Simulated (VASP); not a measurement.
Input of a VASP 6.6.1 run:

The input INCAR:

```
SYSTEM = Li
PREC = Accurate ; ENCUT = 520
EDIFF = 1E-8 ; ISMEAR = -1
SIGMA = 0.03 ; LREAL = .False.
LASPH = .True. ; NELM = 60
ALGO = Normal ; ISIF = 2
LWAVE = .False. ; LCHARG = .False.
GGA = PS ; LEFG = .True.
NBANDS = 10
```

File KPOINTS:

```
regular mesh
0
Gamma
  15 15 8
  0 0 0
```

Contents of POSCAR:

```
Li
1.0
    3.0689564278      0.0000000000      0.0000000000
   -1.5344782139      2.6577942296      0.0000000000
    0.0000000000      0.0000000000      5.0241672378
Li
2
Direct
    0.3333333333      0.6666666667      0.2500000000
    0.6666666667      0.3333333333      0.7500000000
```

Potentials or basis: VASP PAW PBE potentials, release 64 (Li_sv).

Launch:

```console
$ cat potpaw_PBE.64/Li_sv/POTCAR > POTCAR
$ mpirun -np 1 vasp_std > vasp.out
```

**Question.** Predict the band gap on the k mesh.

**Answer.** Zero (bands 3 and 4 overlap by 4.59 eV).
